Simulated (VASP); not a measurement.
# CuNi3 (Cmmm) in VASP: single point with PBEsol

Aim: the single point of CuNi3 with PBEsol.

Program: VASP 6.6.1. These are calculated values, not measurements. Logs are shortened: lines on timing, memory, paths and dates and some standing lists are left out, and cuts for length are marked.

### 1 The cell of the first run

It takes space group Cmmm (No. 65, orthorhombic). Conventional cell: a = 2.753 Å, b = 3.921 Å, c = 7.828 Å, α = 90.00°, β = 90.00°, γ = 90.00°. Within 3.2 Å of Cu (site symmetry mmm) lie 6 Cu at 2.40 to 2.75 Å and 8 Ni at 2.42 to 2.80 Å. Ni (site symmetry mm2) has 10 Ni at 2.36 to 2.75 Å and 4 Cu at 2.42 to 2.80 Å within 3.1 Å. Within 3.1 Å of Ni (site symmetry mmm) lie 14 Ni at 2.36 to 2.75 Å.

### 2 Single point, PBEsol, collinear spin, ferromagnetic start (volume scaled by 0.96)

Contents of INCAR:

```
ALGO     = Fast           # electronic algorithm
EDIFF    = 1E-7           # SCF threshold, eV
ENCUT    = 520            # plane-wave cutoff, eV
GGA      = PS             # functional
ISIF     = 2              # what is computed and relaxed
ISMEAR   = -1             # smearing method
ISPIN    = 2              # spin polarisation
LASPH    = T              # aspherical terms in the spheres
LCHARG   = F              # write CHGCAR
LMAXMIX  = 4              # l up to which the mixer works
LORBIT   = 11             # projections on sites
LREAL    = F              # projectors in reciprocal space
LWAVE    = F              # write WAVECAR
MAGMOM   = 0.6 1 1 1      # initial moments
NBANDS   = 32             # bands
NELM     = 150            # most SCF steps
PREC     = Accurate       # precision mode
SIGMA    = 0.05           # smearing width, eV
```

Contents of KPOINTS:

```
k-points
0
Gamma
  12 12 4
```

Contents of POSCAR:

```
CuNi3
1.0
    1.3763554723     -1.9602972753      0.0000000000
    1.3763554723      1.9602972753      0.0000000000
    0.0000000000      0.0000000000      7.8276446647
Cu Ni
1 3
Direct
    0.0000000000      0.0000000000      0.0000000000
    0.5000000000      0.5000000000      0.2546860000
    0.0000000000      0.0000000000      0.5000000000
    0.5000000000      0.5000000000      0.7453140000
```

Potentials or basis: VASP PAW PBE potentials, release 64 (Cu, Ni).

The run is started by

```
> cat potpaw_PBE.64/Cu/POTCAR potpaw_PBE.64/Ni/POTCAR > POTCAR
> mpirun -np 1 vasp_std > vasp.out
```

OUTCAR:

```text
EDIFF = 1E-7
   ENCUT = 520
   GGA = PS
   ISIF = 2
   ISMEAR = -1
   ISPIN = 2
   LASPH = T
   LORBIT = 11
   LREAL = F
   NELM = 150
   PREC = Accurate

 ion  position               nearest neighbor table
   1  0.000  0.000  0.000-   2 2.42   4 2.42   2 2.42   4 2.42   2 2.80   4 2.80   2 2.80   4 2.80

   2  0.500  0.500  0.255-   3 2.36   3 2.36   1 2.42   1 2.42   3 2.74   3 2.74   1 2.80   1 2.80

   3  0.000  0.000  0.500-   2 2.36   4 2.36   2 2.36   4 2.36   2 2.74   4 2.74   2 2.74   4 2.74

   4  0.500  0.500  0.745-   3 2.36   3 2.36   1 2.42   1 2.42   3 2.74   3 2.74   1 2.80   1 2.80

  LATTYP: Found a base centered orthorhombic cell.
 ALAT       =     2.7527109446
 B/A-ratio  =     1.4242667064
 C/A-ratio  =     2.8436130136

  Lattice vectors:

 A1 = (   1.3763554723,  -1.9602972753,   0.0000000000)
 A2 = (   1.3763554723,   1.9602972753,   0.0000000000)
 A3 = (   0.0000000000,   0.0000000000,   7.8276446647)

Analysis of symmetry for initial positions (statically):
=====================================================================
 Subroutine PRICEL returns:
 Original cell was already a primitive cell.

 Routine SETGRP: Setting up the symmetry group for a
 base centered orthorhombic supercell.

 Subroutine GETGRP returns: Found  8 space group operations
 (whereof  8 operations were pure point group operations)
 out of a pool of  8 trial point group operations.

The static configuration has the point symmetry D_2h.

Analysis of symmetry for dynamics (positions and initial velocities):
=====================================================================
 Subroutine PRICEL returns:
 Original cell was already a primitive cell.

 Routine SETGRP: Setting up the symmetry group for a
 base centered orthorhombic supercell.

 Subroutine GETGRP returns: Found  8 space group operations
 (whereof  8 operations were pure point group operations)
 out of a pool of  8 trial point group operations.

The dynamic configuration has the point symmetry D_2h.

Analysis of structural, dynamic, and magnetic symmetry:
=====================================================================
 Subroutine PRICEL returns:
 Original cell was already a primitive cell.

 Routine SETGRP: Setting up the symmetry group for a
 base centered orthorhombic supercell.

 Subroutine GETGRP returns: Found  8 space group operations
 (whereof  8 operations were pure point group operations)
 out of a pool of  8 trial point group operations.

The overall configuration has the point symmetry D_2h.

 Subroutine INISYM returns: Found  8 space group operations
 (whereof  8 operations are pure point group operations),
 and found     1 'primitive' translations

----------------------------------------------------------------------------------------

                                     Primitive cell

  volume of cell :      42.2390

  direct lattice vectors                    reciprocal lattice vectors
     1.376355472 -1.960297275  0.000000000     0.363278245 -0.255063355  0.000000000
     1.376355472  1.960297275  0.000000000     0.363278245  0.255063355  0.000000000
     0.000000000  0.000000000  7.827644665     0.000000000  0.000000000  0.127752350

  length of vectors
     2.395228547  2.395228547  7.827644665     0.443878810  0.443878810  0.127752350

  position of ions in fractional coordinates (direct lattice)
     0.000000000  0.000000000  0.000000000
     0.500000000  0.500000000  0.254686000
     0.000000000  0.000000000  0.500000000
     0.500000000  0.500000000  0.745314000

  ion indices of the primitive-cell ions
   primitive index   ion index
                 1           1
                 2           2
                 3           3
                 4           4

----------------------------------------------------------------------------------------

 KPOINTS: k-points

Automatic generation of k-mesh.
 Grid dimensions read from file:
 generate k-points for:   12   12    4

 Generating k-lattice:

  Cartesian coordinates                     Fractional coordinates (reciprocal lattice)
     0.030273187 -0.021255280  0.000000000     0.083333333  0.000000000  0.000000000
     0.030273187  0.021255280  0.000000000     0.000000000  0.083333333  0.000000000
     0.000000000  0.000000000  0.031938087     0.000000000  0.000000000  0.250000000

  Length of vectors
     0.036989901  0.036989901  0.031938087

  Shift w.r.t. Gamma in fractional coordinates (k-lattice)
     0.000000000  0.000000000  0.000000000

 Subroutine IBZKPT returns following result:
 ===========================================

 Found    129 irreducible k-points:

 Following reciprocal coordinates:
            Coordinates               Weight
  0.000000  0.000000  0.000000      1.000000
  0.083333  0.000000  0.000000      4.000000
  0.166667  0.000000  0.000000      4.000000
  0.250000  0.000000  0.000000      4.000000
  0.333333  0.000000  0.000000      4.000000
  0.416667  0.000000  0.000000      4.000000
[... 16 lines left out ...]
  0.500000  0.166667  0.000000      4.000000
 -0.416667  0.166667  0.000000      4.000000
 [... further k-points ...]
   k-points           NKPTS =    129   k-points in BZ     NKDIM =    129   number of bands    NBANDS=     32
   number of dos      NEDOS =    301   number of ions     NIONS =      4
   total plane-waves  NPLWV =  19440
   dimension x,y,z NGX =    18 NGY =   18 NGZ =   60
   dimension x,y,z NGXF=    36 NGYF=   36 NGZF=  120
   ions per type =               1   3
   NGX,Y,Z   is equivalent  to a cutoff of  12.49, 12.49, 12.74 a.u.
   NGXF,Y,Z  is equivalent  to a cutoff of  24.99, 24.99, 25.49 a.u.
 SYSTEM =  unknown system
   PREC   = accura    normal or accurate (medium, high low for compatibility)
   ISTART =      0    job   : 0-new  1-cont  2-samecut
   ICHARG =      2    charge: 1-file 2-atom 10-const
   ISPIN  =      2    spin polarized calculation?
   LNONCOLLINEAR =      F non collinear calculations
   LSORBIT =      F    spin-orbit coupling
   LASPH  =      T    aspherical Exc in radial PAW
   ENCUT  =  520.0 eV  38.22 Ry    6.18 a.u.   4.45  4.45 14.55*2*pi/ulx,y,z
   NELM   =    150;   NELMIN=  2; NELMDL= -5     # of ELM steps
   EDIFF  = 0.1E-06   stopping-criterion for ELM
   LREAL  =      F    real-space projection
   EDIFFG = 0.1E-05   stopping-criterion for IOM
   NSW    =      0    number of steps for IOM
   IBRION =     -1    ionic relax: 0-MD 1-quasi-New 2-CG
   NFREE  =      0    steps in history (QN), initial steepest desc. (CG)
   ISIF   =      2    stress and relaxation
   ISYM   =      2    0-nonsym 1-usesym 2-fastsym
   POTIM  = 0.5000    time-step for ionic-motion
   TEBEG  =    0.0;   TEEND  =   0.0 temperature during run
   PSTRESS=    0.0 pullay stress
   NELECT =      41.0000    total number of electrons
   NUPDOWN=      -1.0000    fix difference up-down
   EMIN   =  10.00;   EMAX   =-10.00  energy-range for DOS
   EFERMI =   0.00;   METHOD = LEGACY
   ISMEAR =    -1;   SIGMA  =   0.05  broadening in eV -4-tet -1-fermi 0-gaus
   EFERMI_NEDOS =   21; number of points for ismear=-14 and -15
   IALGO  =     68    algorithm
   IMIX   =      4    mixing-type and parameters
     AMIX     =   0.40;   BMIX     =  1.00
     AMIX_MAG =   1.60;   BMIX_MAG =  1.00
  volume/ion in A,a.u.               =      10.56        71.26
  Fermi-wavevector in a.u.,A,eV,Ry     =   1.620932  3.063118 35.748244  2.627422
  Thomas-Fermi vector in A             =   2.714791
   LORBIT       =     11    0 simple, 1 ext, 2 COOP (PROOUT), +10 PAW based schemes
   GGA     = PS    functional components
   LHFCALC =     F    Hartree Fock is set to
   AEXX    =    0.0000 exact exchange contribution
   IVDW    =     0    specifies the selected vdW correction
   LEPSILON=     F    determine dielectric tensor
   LRPA    =     F    only Hartree local field effects (RPA)
 spin polarized calculation
 RMM-DIIS sequential band-by-band and
  energy-cutoff  :      520.00
  volume of cell :       42.24
 maximum number of plane-waves:      1161
 NGX is ok and might be reduce to    18
   NGX =  9   NGY =  9   NGZ = 29

 number of electron      40.9999983 magnetization       1.1938204

 Free energy of the ion-electron system (eV)
  ---------------------------------------------------
  ext. energy  EPLUGINS =         0.00000000
  ---------------------------------------------------
  free energy    TOTEN  =       -22.36521587 eV

  energy without entropy =      -22.32264899  energy(sigma->0) =      -22.34393243

 E-fermi :   9.2369     XC(G=0): -13.5969

 val. band max:        9.2336641454   @ k =   0.4167   0.4167   0.5000
 cond. band min:       9.2376964214   @ k =   0.5000   0.1667   0.2500
 fundamental gap:      0.0040322760
 Fermi energy:         9.2368662471

 spin component 1

 k-point     1 :       0.0000    0.0000    0.0000
  band No.  band energies     occupation
      1      -0.1078      1.00000
      2       2.1799      1.00000
      3       2.4486      1.00000
      4       4.3451      1.00000
      5       5.5787      1.00000
      6       6.1881      1.00000
[... 24 lines left out ...]
     31      31.6101      0.00000
     32      33.2018      0.00000

 k-point     2 :       0.0833    0.0000    0.0000
  band No.  band energies     occupation
      1       0.1124      1.00000
      2       2.3724      1.00000
      3       2.6359      1.00000
      4       4.4761      1.00000
      5       5.5972      1.00000
      6       6.2015      1.00000
[... 24 lines left out ...]
     31      29.4743      0.00000
     32      32.2597      0.00000
[... 733 lines left out ...]
     31      23.2095      0.00000
     32      24.2891      0.00000

 k-point    24 :      -0.4167    0.1667    0.0000
  band No.  band energies     occupation
      1       3.9831      1.00000
      2       4.6346      1.00000
      3       4.7102      1.00000
      4       5.5322      1.00000
      5       5.6042      1.00000
      6       5.7708      1.00000
[... 24 lines left out ...]
     31      25.3431      0.00000
     32      25.6661      0.00000

 [... further k-points ...]

 spin component 2

 k-point     1 :       0.0000    0.0000    0.0000
  band No.  band energies     occupation
      1      -0.1099      1.00000
      2       2.1825      1.00000
      3       2.4648      1.00000
      4       4.5006      1.00000
      5       5.6190      1.00000
      6       6.3878      1.00000
[... 24 lines left out ...]
     31      31.5870      0.00000
     32      33.2031      0.00000

 k-point     2 :       0.0833    0.0000    0.0000
  band No.  band energies     occupation
      1       0.1105      1.00000
      2       2.3763      1.00000
      3       2.6529      1.00000
      4       4.6311      1.00000
      5       5.6374      1.00000
      6       6.3681      1.00000
[... 24 lines left out ...]
     31      29.5104      0.00000
     32      32.4507      0.00000
[... 733 lines left out ...]
     31      23.2712      0.00000
     32      24.3519      0.00000

 k-point    24 :      -0.4167    0.1667    0.0000
  band No.  band energies     occupation
      1       4.0184      1.00000
      2       4.7278      1.00000
      3       4.8414      1.00000
      4       5.6071      1.00000
      5       5.8114      1.00000
      6       5.8571      1.00000
[... 24 lines left out ...]
     31      25.3884      0.00000
     32      25.7397      0.00000

 [... further k-points ...]
[... 5 lines left out ...]
  --------------------------------------------------------------------------------------
  -------------------------------------------------------------------------------------
  Total        0.3146219      0.4676680      0.7255484     -0.0000000      0.0000000      0.0000000
  in kB       11.9339969     17.7392215     27.5209442     -0.0000000      0.0000000      0.0000000
  external PRESSURE =      19.0647208 kB  Pullay stress =       0.0000000 kB

 VOLUME and BASIS-vectors are now :
 -----------------------------------------------------------------------------
  energy-cutoff  :      520.00
  volume of cell :       42.24
      direct lattice vectors                 reciprocal lattice vectors
     1.376355472 -1.960297275  0.000000000     0.363278245 -0.255063355  0.000000000
     1.376355472  1.960297275  0.000000000     0.363278245  0.255063355  0.000000000
     0.000000000  0.000000000  7.827644665     0.000000000  0.000000000  0.127752350

 POSITION                                       TOTAL-FORCE (eV/Angst)
 -----------------------------------------------------------------------------------
      0.00000      0.00000      0.00000        -0.000000      0.000000      0.000000
      1.37636      0.00000      1.99359        -0.000000      0.000000     -0.031811
      0.00000      0.00000      3.91382        -0.000000      0.000000      0.000000
      1.37636      0.00000      5.83405         0.000000      0.000000      0.031811
 -----------------------------------------------------------------------------------
    total drift:                                0.000000      0.000000      0.000000

  FREE ENERGIE OF THE ION-ELECTRON SYSTEM (eV)
  ---------------------------------------------------
  free  energy   TOTEN  =       -22.3652158737 eV

  energy  without entropy=      -22.3226489867  energy(sigma->0) =      -22.34393243

 total charge

# of ion       s       p       d       tot
------------------------------------------
    1        0.480   0.460   9.173  10.113
    2        0.505   0.513   8.367   9.385
    3        0.513   0.540   8.351   9.404
    4        0.505   0.513   8.367   9.385
--------------------------------------------------
tot          2.003   2.026  34.257  38.286

 magnetization (x)

# of ion       s       p       d       tot
------------------------------------------
    1       -0.002  -0.008   0.026   0.017
    2       -0.003  -0.010   0.368   0.356
    3       -0.003  -0.014   0.496   0.479
    4       -0.003  -0.010   0.368   0.356
--------------------------------------------------
tot         -0.011  -0.040   1.258   1.207
```

Wall time 6.7 min (1 thread of Intel Xeon Platinum 8488C (Sapphire Rapids), shared host); peak memory 0.35 GiB.

Results:

```
Free energy                                           : -22.3652 eV
Pressure                                              : 1.9 GPa
Largest force                                         : 0.032 eV/Å
Net moment                                            : 1.19 μB per cell
Site moments                                          : Cu +0.02; Ni +0.36, +0.48 μB
Valence electrons inside the program's atomic spheres : Cu 10.11; Ni 9.38, 9.40
```

Forces on the atoms (eV/Å):
```
Cu   0.000  0.000  0.000
Ni   0.000  0.000 -0.032
Ni   0.000  0.000  0.000
Ni   0.000  0.000  0.032
```

Caveat: the PAW data sets were made with another functional, which shifts forces and pressure a little.
